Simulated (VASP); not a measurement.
# CeO2 (Fm-3m) in VASP: notebook, part 2 of 2

VASP 6.6.1.

## 3. Single point, PBE (12.78 Å³/atom)

This run uses another cell than the first one, of 12.78 Å³/atom.

File INCAR:

```
PREC     = Accurate       # precision mode
ENCUT    = 520            # plane-wave cutoff, eV
EDIFF    = 1E-6           # SCF threshold, eV
ISMEAR   = 0              # smearing method
SIGMA    = 0.02           # smearing width, eV
LREAL    = False          # projectors in reciprocal space
LASPH    = True           # aspherical terms in the spheres
NELM     = 100            # most SCF steps
ALGO     = Normal         # electronic algorithm
ISIF     = 2              # what is computed and relaxed
LWAVE    = False          # write WAVECAR
LCHARG   = False          # write CHGCAR
GGA      = PE             # functional
NBANDS   = 19             # bands
```

File KPOINTS:

```
regular mesh
0
Gamma
  8 8 8
```

File POSCAR:

```
CeO2
1.0
    0.0000000000      2.6763706709      2.6763706709
    2.6763706709      0.0000000000      2.6763706709
    2.6763706709      2.6763706709      0.0000000000
Ce O
1 2
Direct
    0.0000000000      0.0000000000      0.0000000000
    0.2500000000      0.2500000000      0.2500000000
    0.7500000000      0.7500000000      0.7500000000
```

Potentials or basis: VASP PAW PBE potentials, release 64 (Ce, O).

Launch:

```sh
$ cat potpaw_PBE.64/Ce/POTCAR potpaw_PBE.64/O/POTCAR > POTCAR
$ mpirun -np 1 vasp_std > vasp.out
```

OUTCAR:

```text
PREC = Accurate
   ENCUT = 520
   EDIFF = 1E-6
   ISMEAR = 0
   LREAL = False
   LASPH = True
   NELM = 100
   ISIF = 2
   GGA = PE

 ion  position               nearest neighbor table
   1  0.000  0.000  0.000-   2 2.32   3 2.32   3 2.32   3 2.32   3 2.32   2 2.32   2 2.32   2 2.32

   2  0.250  0.250  0.250-   1 2.32   1 2.32   1 2.32   1 2.32
   3  0.750  0.750  0.750-   1 2.32   1 2.32   1 2.32   1 2.32

  LATTYP: Found a face centered cubic cell.
 ALAT       =     5.3527413418

  Lattice vectors:

 A1 = (   0.0000000000,   2.6763706709,   2.6763706709)
 A2 = (   2.6763706709,   0.0000000000,   2.6763706709)
 A3 = (   2.6763706709,   2.6763706709,   0.0000000000)

Analysis of symmetry for initial positions (statically):
=====================================================================
 Subroutine PRICEL returns:
 Original cell was already a primitive cell.

 Routine SETGRP: Setting up the symmetry group for a
 face centered cubic supercell.

 Subroutine GETGRP returns: Found 48 space group operations
 (whereof 48 operations were pure point group operations)
 out of a pool of 48 trial point group operations.

The static configuration has the point symmetry O_h .

Analysis of symmetry for dynamics (positions and initial velocities):
=====================================================================
 Subroutine PRICEL returns:
 Original cell was already a primitive cell.

 Routine SETGRP: Setting up the symmetry group for a
 face centered cubic supercell.

 Subroutine GETGRP returns: Found 48 space group operations
 (whereof 48 operations were pure point group operations)
 out of a pool of 48 trial point group operations.

The dynamic configuration has the point symmetry O_h .

 Subroutine INISYM returns: Found 48 space group operations
 (whereof 48 operations are pure point group operations),
 and found     1 'primitive' translations

----------------------------------------------------------------------------------------
[... 114 lines left out ...]
     AMIX     =   0.40;   BMIX     =  1.00
     AMIX_MAG =   1.60;   BMIX_MAG =  1.00
  volume/ion in A,a.u.               =      12.78        86.25
  Fermi-wavevector in a.u.,A,eV,Ry     =   1.400411  2.646394 26.683096  1.961152
  Thomas-Fermi vector in A             =   2.523375
   LORBIT       =      0    0 simple, 1 ext, 2 COOP (PROOUT), +10 PAW based schemes
   GGA     = PE    functional components
   LHFCALC =     F    Hartree Fock is set to
   AEXX    =    0.0000 exact exchange contribution
   IVDW    =     0    specifies the selected vdW correction
   LEPSILON=     F    determine dielectric tensor
   LRPA    =     F    only Hartree local field effects (RPA)
 non-spin polarized calculation
 Gauss-broadening in eV      SIGMA  =   0.02
  energy-cutoff  :      520.00
  volume of cell :       38.34
 maximum number of plane-waves:      1056
   NGX = 15   NGY = 15   NGZ = 15

 number of electron      24.0000009 magnetization

 Free energy of the ion-electron system (eV)
  ---------------------------------------------------
  ext. energy  EPLUGINS =         0.00000000
  ---------------------------------------------------
  free energy    TOTEN  =       -26.13719706 eV

  energy without entropy =      -26.13719706  energy(sigma->0) =      -26.13719706

 E-fermi :   5.7901     XC(G=0): -11.5032

 val. band max:        5.7013074709   @ k =  -0.2500   0.2500   0.0000
 cond. band min:       7.7463898969   @ k =   0.5000   0.0000   0.0000
 fundamental gap:      2.0450824260
 Fermi energy:         5.7901308068

 k-point     1 :       0.0000    0.0000    0.0000
  band No.  band energies     occupation
      1     -26.6750      2.00000
      2     -10.7118      2.00000
      3      -9.7770      2.00000
      4      -8.7785      2.00000
      5      -8.7785      2.00000
      6      -8.7785      2.00000
[... 505 lines left out ...]
      6      -6.6737      2.00000
[... 11 lines left out ...]
     18       8.4093      0.00000
     19       8.8382      0.00000

 [... further k-points ...]

------------------------ aborting loop because EDIFF is reached ----------------------------------------

  FORCE on cell =-STRESS in cart. coord.  units (eV):
  Direction    XX          YY          ZZ          XY          YZ          ZX
  --------------------------------------------------------------------------------------
  -------------------------------------------------------------------------------------
  Total        2.9412138      2.9412138      2.9412138     -0.0000000      0.0000000      0.0000000
  in kB      122.9046722    122.9046722    122.9046722     -0.0000000      0.0000000      0.0000000
  external PRESSURE =     122.9046722 kB  Pullay stress =       0.0000000 kB

 VOLUME and BASIS-vectors are now :
 -----------------------------------------------------------------------------
  energy-cutoff  :      520.00
  volume of cell :       38.34
      direct lattice vectors                 reciprocal lattice vectors
     0.000000000  2.676370671  2.676370671    -0.186820161  0.186820161  0.186820161
     2.676370671  0.000000000  2.676370671     0.186820161 -0.186820161  0.186820161
     2.676370671  2.676370671  0.000000000     0.186820161  0.186820161 -0.186820161

 POSITION                                       TOTAL-FORCE (eV/Angst)
 -----------------------------------------------------------------------------------
      0.00000      0.00000      0.00000        -0.000000      0.000000     -0.000000
      1.33819      1.33819      1.33819        -0.000000     -0.000000     -0.000000
      4.01456      4.01456      4.01456         0.000000      0.000000      0.000000
 -----------------------------------------------------------------------------------
    total drift:                                0.000000      0.000000      0.000000

  FREE ENERGIE OF THE ION-ELECTRON SYSTEM (eV)
  ---------------------------------------------------
  free  energy   TOTEN  =       -26.1371970572 eV

  energy  without entropy=      -26.1371970572  energy(sigma->0) =      -26.13719706
```

OSZICAR:

```text
N       E                     dE             d eps       ncg     rms          rms(c)
DAV:   1     0.230632411816E+03    0.23063E+03   -0.11581E+04  1142   0.171E+03
DAV:   2     0.115291703117E+02   -0.21910E+03   -0.19021E+03  1330   0.291E+02
DAV:   3    -0.299462924090E+02   -0.41475E+02   -0.37713E+02  1301   0.145E+02
DAV:   4    -0.315915128737E+02   -0.16452E+01   -0.16429E+01  1501   0.282E+01
[... 10 lines left out ...]
DAV:  15    -0.261372470389E+02    0.69582E-03   -0.10845E-03  1246   0.478E-01    0.129E-01
DAV:  16    -0.261372180101E+02    0.29029E-04   -0.15967E-04  1870   0.878E-02    0.854E-02
DAV:  17    -0.261371995790E+02    0.18431E-04   -0.17947E-05  1163   0.668E-02    0.389E-02
DAV:  18    -0.261371969055E+02    0.26734E-05   -0.11268E-05  1818   0.396E-02    0.193E-03
DAV:  19    -0.261371970572E+02   -0.15171E-06   -0.67359E-07   595   0.723E-03
   1 F= -.26137197E+02 E0= -.26137197E+02  d E =-.718387E-12
```

Run time: 43 s. Hardware: 1 thread of Intel Xeon Platinum 8375C at 2.90GHz (Ice Lake), shared host; peak memory 0.18 GiB.

What came out:

* Free energy: -26.1372 eV
* Pressure: 12.3 GPa
* Band gap on the k mesh: 2.05 eV (least direct gap 2.16 eV)

Levels at points of the mesh, in eV from the valence-band top:
```
           k point  band 9  band 10  band 11  band 12  band 13  band 14  band 15  band 16
(0.00, 0.00, 0.00)   -4.08    -0.68    -0.68    -0.68     2.40     2.40     2.40     2.68
(0.50, 0.00, 0.00)   -1.30    -1.26    -0.83    -0.83     2.05     2.25     2.25     2.41
(0.50, 0.50, 0.00)   -1.18    -0.88    -0.88    -0.70     2.09     2.20     2.20     2.39
```

Caveat: the cell stands under pressure; spin-orbit coupling is left out, which moves the levels of the heavy elements.

## 4. Single point, PBE (13.19 Å³/atom)

This run uses another cell than the first one, of 13.19 Å³/atom.

File INCAR:

```
PREC = Accurate
ENCUT = 520
EDIFF = 1E-7
ISMEAR = 0
SIGMA = 0.02
LREAL = False
LASPH = True
NELM = 100
ALGO = Normal
ISIF = 2
LWAVE = False
LCHARG = False
GGA = PE
NBANDS = 19
```

File KPOINTS:

```
Automatic mesh
0
Gamma
  8 8 8
```

File POSCAR:

```
CeO2
1.0
    0.0000000000      2.7045450641      2.7045450641
    2.7045450641      0.0000000000      2.7045450641
    2.7045450641      2.7045450641      0.0000000000
Ce O
1 2
Direct
    0.0000000000      0.0000000000      0.0000000000
    0.2500000000      0.2500000000      0.2500000000
    0.7500000000      0.7500000000      0.7500000000
```

Launch:

```sh
$ cat potpaw_PBE.64/Ce/POTCAR potpaw_PBE.64/O/POTCAR > POTCAR
$ mpirun -np 1 vasp_std > vasp.out
```

Wall time 61 s (1 thread of Intel Xeon Platinum 8375C at 2.90GHz (Ice Lake), shared host); peak memory 0.18 GiB.

The run converged. Its results:

| Property | Result |
| --- | --- |
| Free energy | -26.2072 eV |
| Pressure | 5.6 GPa |
| Band gap on the k mesh | 1.95 eV (least direct gap 2.06 eV) |

Levels at points of the mesh, in eV from the valence-band top:
```
           k point  band 10  band 11  band 12  band 13  band 14  band 15
(0.00, 0.00, 0.00)    -0.62    -0.62    -0.62     2.28     2.28     2.28
(0.50, 0.00, 0.00)    -1.21    -0.80    -0.80     1.95     2.14     2.14
(0.50, 0.50, 0.00)    -0.80    -0.80    -0.63     1.99     2.09     2.09
```

Caveat: the cell stands under pressure; spin-orbit coupling is left out, which moves the levels of the heavy elements.

## 5. Single point, PBE

This run uses another cell than the first one, of 13.60 Å³/atom.

File INCAR:

```
SYSTEM = CeO2
ALGO     = Normal         ! electronic algorithm
EDIFF    = 1E-6           ! SCF threshold, eV
ENCUT    = 520            ! plane-wave cutoff, eV
GGA      = PE             ! functional
ISIF     = 2              ! what is computed and relaxed
ISMEAR   = 0              ! smearing method
LASPH    = .TRUE.         ! aspherical terms in the spheres
LCHARG   = .FALSE.        ! write CHGCAR
LREAL    = .FALSE.        ! projectors in reciprocal space
LWAVE    = .FALSE.        ! write WAVECAR
NBANDS   = 19             ! bands
NELM     = 100            ! most SCF steps
PREC     = Accurate       ! precision mode
SIGMA    = 0.02           ! smearing width, eV
```

File KPOINTS:

```
k-points
0
G
  8 8 8
  0 0 0
```

File POSCAR:

```
CeO2
1.0
    0.0000000000      2.7321443690      2.7321443690
    2.7321443690      0.0000000000      2.7321443690
    2.7321443690      2.7321443690      0.0000000000
Ce O
1 2
Direct
    0.0000000000      0.0000000000      0.0000000000
    0.2500000000      0.2500000000      0.2500000000
    0.7500000000      0.7500000000      0.7500000000
```

Potentials or basis: VASP PAW PBE potentials, release 64 (Ce, O).

Launch:

```sh
$ cat potpaw_PBE.64/Ce/POTCAR potpaw_PBE.64/O/POTCAR > POTCAR
$ mpirun -np 1 vasp_std > vasp.out
```

OUTCAR:

```text
SYSTEM = CeO2
   EDIFF = 1E-6
   ENCUT = 520
   GGA = PE
   ISIF = 2
   ISMEAR = 0
   LASPH = .TRUE.
   LREAL = .FALSE.
   NELM = 100
   PREC = Accurate

 ion  position               nearest neighbor table
   1  0.000  0.000  0.000-   3 2.37   3 2.37   3 2.37   2 2.37   2 2.37   2 2.37   3 2.37   2 2.37

   2  0.250  0.250  0.250-   1 2.37   1 2.37   1 2.37   1 2.37
   3  0.750  0.750  0.750-   1 2.37   1 2.37   1 2.37   1 2.37

  LATTYP: Found a face centered cubic cell.
 ALAT       =     5.4642887380
[... 722 lines left out ...]

  FORCE on cell =-STRESS in cart. coord.  units (eV):
  Direction    XX          YY          ZZ          XY          YZ          ZX
  --------------------------------------------------------------------------------------
  -------------------------------------------------------------------------------------
  Total        0.0257393      0.0257393      0.0257393      0.0000000      0.0000000     -0.0000000
  in kB        1.0110361      1.0110361      1.0110361      0.0000000      0.0000000     -0.0000000
  external PRESSURE =       1.0110361 kB  Pullay stress =       0.0000000 kB

 VOLUME and BASIS-vectors are now :
 -----------------------------------------------------------------------------
  energy-cutoff  :      520.00
  volume of cell :       40.79
      direct lattice vectors                 reciprocal lattice vectors
     0.000000000  2.732144369  2.732144369    -0.183006435  0.183006435  0.183006435
     2.732144369  0.000000000  2.732144369     0.183006435 -0.183006435  0.183006435
     2.732144369  2.732144369  0.000000000     0.183006435  0.183006435 -0.183006435

 POSITION                                       TOTAL-FORCE (eV/Angst)
 -----------------------------------------------------------------------------------
      0.00000      0.00000      0.00000         0.000000      0.000000      0.000000
      1.36607      1.36607      1.36607         0.000000      0.000000      0.000000
      4.09822      4.09822      4.09822        -0.000000     -0.000000     -0.000000
 -----------------------------------------------------------------------------------
    total drift:                                0.000000     -0.000000      0.000000

  FREE ENERGIE OF THE ION-ELECTRON SYSTEM (eV)
  ---------------------------------------------------
  free  energy   TOTEN  =       -26.2301088105 eV

  energy  without entropy=      -26.2301088105  energy(sigma->0) =      -26.23010881
```

OSZICAR:

```text
N       E                     dE             d eps       ncg     rms          rms(c)
DAV:   1     0.225710780685E+03    0.22571E+03   -0.11424E+04  1150   0.166E+03
DAV:   2     0.107585347583E+02   -0.21495E+03   -0.18575E+03  1324   0.289E+02
[... 10 lines left out ...]
DAV:  13    -0.262296825464E+02    0.84587E-02   -0.62109E-02  1438   0.185E+00    0.205E-01
DAV:  14    -0.262357395626E+02   -0.60570E-02   -0.14643E-02  1566   0.174E+00    0.114E+00
DAV:  15    -0.262312016236E+02    0.45379E-02   -0.41299E-03  1254   0.998E-01    0.519E-01
DAV:  16    -0.262301548084E+02    0.10468E-02   -0.19177E-03  1508   0.576E-01    0.205E-01
DAV:  17    -0.262301036530E+02    0.51155E-04   -0.27665E-04  1589   0.173E-01    0.803E-02
DAV:  18    -0.262301084498E+02   -0.47968E-05   -0.24268E-05  1617   0.314E-02    0.353E-02
DAV:  19    -0.262301088105E+02   -0.36074E-06   -0.11209E-06   992   0.105E-02
   1 F= -.26230109E+02 E0= -.26230109E+02  d E =-.300555E-39
```

stdout:

```text
POSCAR found type information on POSCAR CeO
 POSCAR found :  2 types and       3 ions
 scaLAPACK will be used
 LDA part: xc-table for (Slater+PW92), standard interpolation
 POSCAR, INCAR and KPOINTS ok, starting setup
 FFT: planning ... GRIDC
 FFT: planning ... GRID_SOFT
 FFT: planning ... GRID
 WAVECAR not read
 entering main loop
```

It took 65 s on 1 thread of Intel Xeon Platinum 8375C at 2.90GHz (Ice Lake), shared host; peak memory 0.19 GiB.

Results:

```yaml
Free_energy: -26.2301 eV
Pressure: 0.1 GPa
Band_gap_on_the_k_mesh: 1.86 eV (least direct gap 1.96 eV)
```

Levels at points of the mesh, in eV from the valence-band top:
```tsv
k point	band 9	band 10	band 11	band 12	band 13	band 14	band 15	band 16
(0.00, 0.00, 0.00)	-3.70	-0.57	-0.57	-0.57	2.17	2.17	2.17	2.40
(0.50, 0.00, 0.00)	-1.25	-1.18	-0.78	-0.78	1.86	2.03	2.03	2.18
(0.50, 0.50, 0.00)	-1.19	-0.73	-0.73	-0.58	1.90	1.99	1.99	2.14
```

Caveat: spin-orbit coupling is left out, which moves the levels of the heavy elements. Spin polarisation is off, so any magnetic state and its effect on volume and gap are missing.

## 6. Overview

```csv
cell,gap on the mesh (eV),pressure (GPa)
"a = 3.744 Å, angles 60.0°, 3 atoms",2.14,20.2
"a = 3.785 Å, angles 60.0°, 3 atoms",2.05,12.3
"a = 3.825 Å, angles 60.0°, 3 atoms",1.95,5.6
"a = 3.864 Å, angles 60.0°, 3 atoms",1.86,0.1
```

Alike in all rows: task single point; level PBE; potentials or basis VASP PAW PBE potentials, release 64 (Ce, O); no spin polarisation; k mesh 8 × 8 × 8; cutoff (eV) 520; smearing gaussian 0.02 eV.

Caveats: spin-orbit coupling is left out, which moves the levels of the heavy elements; the cell stands under pressure (at least some runs).

Total energies depend on the potentials used, so only differences within one code and one set of settings carry meaning.
